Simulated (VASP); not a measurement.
# MnO (Fm-3m) in VASP: a series of runs, part 2 of 2

VASP 6.6.1. Earlier steps stand in the parts before.

### 4 Single point, revPBE, collinear spin, ferromagnetic start

This run uses another cell than the first one, of 11.22 Å³/atom.

Input file INCAR:

```
ALGO = Normal
EDIFF = 1E-6
ENCUT = 520
GGA = RE
ISIF = 2
ISMEAR = -1
ISPIN = 2
LASPH = T
LCHARG = F
LMAXMIX = 4
LORBIT = 11
LREAL = F
LWAVE = F
MAGMOM = 4 0
NBANDS = 20
NELM = 150
PREC = Accurate
SIGMA = 0.05
```

Input file KPOINTS:

```
k-points
0
Gamma
  10 10 10
```

Input file POSCAR:

```
MnO
1.0
    0.0000000000      2.2386359976      2.2386359976
    2.2386359976      0.0000000000      2.2386359976
    2.2386359976      2.2386359976      0.0000000000
Mn O
1 1
Direct
    0.0000000000      0.0000000000      0.0000000000
    0.5000000000      0.5000000000      0.5000000000
```

Potentials or basis: VASP PAW PBE potentials, release 64 (Mn_pv, O).

Started as:

```console
$ cat potpaw_PBE.64/Mn_pv/POTCAR potpaw_PBE.64/O/POTCAR > POTCAR
$ mpirun -np 1 vasp_std > vasp.out
```

OUTCAR:

```text
EDIFF = 1E-6
   ENCUT = 520
   GGA = RE
   ISIF = 2
   ISMEAR = -1
   ISPIN = 2
   LASPH = T
   LORBIT = 11
   LREAL = F
   NELM = 150
   PREC = Accurate

 ion  position               nearest neighbor table
   1  0.000  0.000  0.000-   2 2.24   2 2.24   2 2.24   2 2.24   2 2.24   2 2.24
   2  0.500  0.500  0.500-   1 2.24   1 2.24   1 2.24   1 2.24   1 2.24   1 2.24

  LATTYP: Found a face centered cubic cell.
 ALAT       =     4.4772719952

  Lattice vectors:

 A1 = (   0.0000000000,   2.2386359976,   2.2386359976)
 A2 = (   2.2386359976,   0.0000000000,   2.2386359976)
 A3 = (   2.2386359976,   2.2386359976,   0.0000000000)

[... 1316 lines left out ...]
 VOLUME and BASIS-vectors are now :
 -----------------------------------------------------------------------------
  energy-cutoff  :      520.00
  volume of cell :       22.44
      direct lattice vectors                 reciprocal lattice vectors
     0.000000000  2.238635998  2.238635998    -0.223350290  0.223350290  0.223350290
     2.238635998  0.000000000  2.238635998     0.223350290 -0.223350290  0.223350290
     2.238635998  2.238635998  0.000000000     0.223350290  0.223350290 -0.223350290

 POSITION                                       TOTAL-FORCE (eV/Angst)
 -----------------------------------------------------------------------------------
      0.00000      0.00000      0.00000        -0.000000     -0.000000     -0.000000
      2.23864      2.23864      2.23864         0.000000      0.000000      0.000000
 -----------------------------------------------------------------------------------
    total drift:                                0.000000     -0.000000     -0.000000

  FREE ENERGIE OF THE ION-ELECTRON SYSTEM (eV)
  ---------------------------------------------------
  free  energy   TOTEN  =       -15.8104562282 eV

  energy  without entropy=      -15.8040368224  energy(sigma->0) =      -15.80724653

 total charge

# of ion       s       p       d       tot
------------------------------------------
    1        0.197   6.168   4.959  11.324
    2        1.564   3.418   0.000   4.981
--------------------------------------------------
tot          1.761   9.586   4.959  16.306

 magnetization (x)

# of ion       s       p       d       tot
------------------------------------------
    1        0.034   0.027   4.339   4.400
    2        0.029   0.172   0.000   0.201
--------------------------------------------------
tot          0.063   0.198   4.339   4.600
```

OSZICAR:

```text
N       E                     dE             d eps       ncg     rms          rms(c)
DAV:   1     0.169967775950E+03    0.16997E+03   -0.10298E+04  3792   0.111E+03
DAV:   2    -0.959512560126E+01   -0.17956E+03   -0.16761E+03  3872   0.324E+02
DAV:   3    -0.180256047954E+02   -0.84305E+01   -0.83465E+01  4200   0.764E+01
DAV:   4    -0.180887777767E+02   -0.63173E-01   -0.63157E-01  4340   0.683E+00
DAV:   5    -0.180893479036E+02   -0.57013E-03   -0.57011E-03  4160   0.648E-01    0.138E+01
DAV:   6    -0.160774098843E+02    0.20119E+01   -0.98767E+00  5072   0.339E+01    0.134E+01
DAV:   7    -0.158155919228E+02    0.26182E+00   -0.12338E+00  4248   0.155E+01    0.788E+00
DAV:   8    -0.158183913674E+02   -0.27994E-02   -0.11460E-01  4112   0.255E+00    0.461E+00
DAV:   9    -0.158088974488E+02    0.94939E-02   -0.37899E-02  3904   0.203E+00    0.934E-01
DAV:  10    -0.158099697577E+02   -0.10723E-02   -0.52868E-03  3964   0.769E-01    0.224E-01
DAV:  11    -0.158103449911E+02   -0.37523E-03   -0.85181E-04  4232   0.267E-01    0.928E-02
DAV:  12    -0.158104252950E+02   -0.80304E-04   -0.44504E-05  4132   0.759E-02    0.329E-02
DAV:  13    -0.158104461756E+02   -0.20881E-04   -0.15608E-05  4212   0.340E-02    0.341E-02
DAV:  14    -0.158104561932E+02   -0.10018E-04   -0.69752E-06  4128   0.209E-02    0.671E-03
DAV:  15    -0.158104562282E+02   -0.34995E-07   -0.23067E-07  2424   0.433E-03
   1 F= -.15810456E+02 E0= -.15807247E+02  d E =-.641941E-02  mag=     4.8494
```

stdout:

```text
POSCAR found type information on POSCAR MnO
 POSCAR found :  2 types and       2 ions
 scaLAPACK will be used
 -----------------------------------------------------------------------------
|                                                                             |
|                                                                             |
|     You enforced a specific xc type in the INCAR file but a different       |
|     I HOPE YOU KNOW WHAT YOU ARE DOING!                                     |
|                                                                             |
 -----------------------------------------------------------------------------

 LDA part: xc-table for (Slater+PW92), standard interpolation
 POSCAR, INCAR and KPOINTS ok, starting setup
 FFT: planning ... GRIDC
 FFT: planning ... GRID_SOFT
 FFT: planning ... GRID
 WAVECAR not read
 entering main loop
```

It took 46 s on 1 thread of Intel Xeon 8259CL, shared host; peak memory 0.17 GiB.

Results:

```
Free energy                                           : -15.8105 eV
Pressure                                              : 1.9 GPa
Net moment                                            : 4.85 μB per cell
Site moments                                          : Mn +4.40; O +0.20 μB
Valence electrons inside the program's atomic spheres : Mn 11.32; O 4.98
```

Caveat: the PAW data sets were made with another functional, which shifts forces and pressure a little; a cell with one magnetic atom can't hold antiferromagnetic order, which such compounds often take; semilocal functionals often make such compounds metallic where correlation or magnetic order opens a gap, which also shifts bond lengths. With open d or f shells a metallic result of revPBE can be an artefact of self-interaction; +U or a hybrid may open a gap.

### 5 Summary

| level | cell | gap on the mesh (eV) | pressure (GPa) | moment (μB) |
| --- | --- | --- | --- | --- |
| revPBE | a = 3.145 Å, angles 60.0°, 2 atoms | none | 4.3 | 4.81 |
| PBEsol+D4 | a = 3.166 Å, angles 60.0°, 2 atoms | none | -11.0 | 4.80 |
| revPBE | a = 3.166 Å, angles 60.0°, 2 atoms | none | 1.9 | 4.85 |

Alike in all rows: task single point; potentials or basis VASP PAW PBE potentials, release 64 (Mn_pv, O); spin collinear, ferromagnetic start; k mesh 10 × 10 × 10; cutoff (eV) 520; smearing fermi-dirac 0.05 eV.

Caveats: the PAW data sets were made with another functional, which shifts forces and pressure a little; a cell with one magnetic atom can't hold antiferromagnetic order, which such compounds often take; semilocal functionals often make such compounds metallic where correlation or magnetic order opens a gap, which also shifts bond lengths; the cell stands under pressure (at least some runs); the cell stands under tension (at least some runs).

Total energies depend on the potentials used, so only differences within one code and one set of settings carry meaning.
